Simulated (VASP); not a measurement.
KZnF3:

```
CELL_PARAMETERS angstrom
4.12943 0.00000 0.00000
0.00000 4.12943 0.00000
0.00000 0.00000 4.12943
ATOMIC_POSITIONS crystal
Zn 0.50000 0.50000 0.50000
K 0.00000 0.00000 0.00000
F 0.50000 0.00000 0.50000
F 0.00000 0.50000 0.50000
F 0.50000 0.50000 0.00000
```

Base run:

```yaml
Program: VASP 6.6.1
Functional: PBE
Potentials_or_basis: VASP PAW PBE potentials, release 64 (Zn, K_sv, F)
Cutoff: 520 eV
k_mesh: 7 × 7 × 7
Occupations: fermi-dirac, width 0.05 eV
Spin: no spin polarisation
```

Its results: band gap on the k mesh 3.75 eV, indirect (least direct gap 5.18 eV); pressure 0.1 GPa.

Q: The run is repeated on the same cell with these changes: functional from PBE to PBEsol. What comes out?

A: Band gap on the k mesh 3.60 eV, indirect (least direct gap 5.03 eV); pressure -3.7 GPa.

PBEsol binds more tightly than PBE, so the same cell stands under less pressure.

Caveats: the PAW data sets were made with another functional, which shifts forces and pressure a little (some runs).

A k mesh can miss the band edges.
